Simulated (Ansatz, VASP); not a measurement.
# One calculation of Be2Cd2O, two programs

Contents of INCAR:

```
SYSTEM = Be2Cd2O
PREC     = Accurate       ! precision mode
ENCUT    = 600            ! plane-wave cutoff, eV
EDIFF    = 1E-6           ! SCF threshold, eV
ISMEAR   = 0              ! smearing method
SIGMA    = 0.1            ! smearing width, eV
LREAL    = .False.        ! projectors in reciprocal space
LASPH    = .True.         ! aspherical terms in the spheres
NELM     = 60             ! most SCF steps
ALGO     = Normal         ! electronic algorithm
ISIF     = 3              ! what is computed and relaxed
LWAVE    = .False.        ! write WAVECAR
LCHARG   = .False.        ! write CHGCAR
GGA      = PE             ! functional
IBRION   = 2              ! ionic algorithm
NSW      = 100            ! ionic steps
EDIFFG   = -0.01          ! ionic threshold
```

Contents of KPOINTS:

```
Automatic mesh
0
Gamma
  12 12 6
  0 0 0
```

Contents of POSCAR:

```
Be2Cd2O
1.0
    3.4201602235      0.0000000000      0.0000000000
   -1.7100801118      2.9619456386      0.0000000000
    0.0000000000      0.0000000000      7.0800697718
Be Cd O
2 2 1
Direct
    0.3333333333      0.6666666667      0.5560122784
    0.6666666667      0.3333333333      0.4439877216
    0.3333333333      0.6666666667      0.1975578432
    0.6666666667      0.3333333333      0.8024421568
    0.0000000000      0.0000000000      0.0000000000
```

Input for Ansatz:

```yaml
crystal:
  lattice:
    - [3.4201602235, 0.0, 0.0]
    - [-1.7100801118, 2.9619456386, 0.0]
    - [0.0, 0.0, 7.0800697718]
  atoms:
    - { symbol: Be, position: [0.3333333333, 0.6666666667, 0.5560122784] }
    - { symbol: Be, position: [0.6666666667, 0.3333333333, 0.4439877216] }
    - { symbol: Cd, position: [0.3333333333, 0.6666666667, 0.1975578432] }
    - { symbol: Cd, position: [0.6666666667, 0.3333333333, 0.8024421568] }
    - { symbol: O, position: [0.0, 0.0, 0.0] }
basis:
  ecutwfc: 420
kpoints:
  mp_grid: { grid: [12, 12, 6] }
hamiltonian:
  xc: pbe
scf:
  occupations: { method: gaussian, width: 0.1 }
output:
  forces: true
  stress: true
  eigenvalues: true
relax:
  adjacent_minimum: "off"
  f_tol: 0.01
  max_steps: 80
  cell: { stress_tol: 0.05 }
```

Change from the starting cell: species swapped into the CaZn2P2 type (P-3m1, No. 164).

Alike in both runs: task relaxation of cell and atoms; functional PBE; k mesh 12 × 12 × 6; occupations gaussian, width 0.1 eV; no spin polarisation.

|  | VASP | Ansatz |
| --- | --- | --- |
| version | VASP 6.6.1 | Ansatz 0.2.0 |
| potentials or method | VASP PAW PBE potentials, release 64 (Be, Cd, O), cutoff 600 eV | scalar-relativistic, plane waves, PAW |
| valence electrons in the cell | 34 | 50 |

Ansatz gave:

| Quantity | Value |
| --- | --- |
| gap on the k mesh at the Fermi level, each at its own relaxed structure (eV) | none |
| relaxed volume (Å³/atom) | 14.37 |
| relaxed cell length with the largest relative difference (Å) | 3.414 |

Estimate VASP's values.

gap on the k mesh at the Fermi level, each at its own relaxed structure (eV): none; relaxed volume (Å³/atom): 14.44; relaxed cell length with the largest relative difference (Å): 3.420.

A gap of «none» marks a metal or a gap that the smearing closes. VASP's potentials hold 34 valence electrons a cell and Ansatz's 50, so a difference there can come from the potentials and not from the codes.
